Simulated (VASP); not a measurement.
Crystal: ZnAu.

```
Au Zn
1.0
     3.20872    0.00000    0.00000
     0.00000    3.20872    0.00000
     0.00000    0.00000    3.20872
Au Zn
1 1
Direct
  0.00000 0.00000 0.00000
  0.50000 0.50000 0.50000
```

This cell differs from its parent crystal: volume scaled by 1.06.

Base run:

| Item | Value |
| --- | --- |
| Program | VASP 6.6.1 |
| Functional | PBEsol |
| Potentials or basis | VASP PAW PBE potentials, release 64 (Au, Zn) |
| Cutoff | 520 eV |
| k mesh | 8 × 8 × 8 |
| Occupations | fermi-dirac, width 0.05 eV |
| Spin | no spin polarisation |

Its results: pressure -8.5 GPa.

**Question.** The run is repeated on the same cell with these changes: functional from PBEsol to PBE. What comes out?

**Answer.** Pressure -2.0 GPa.

PBE binds less tightly than PBEsol, so the same cell stands under more pressure.

Caveats: the PAW data sets were made with another functional, which shifts forces and pressure a little (some runs).
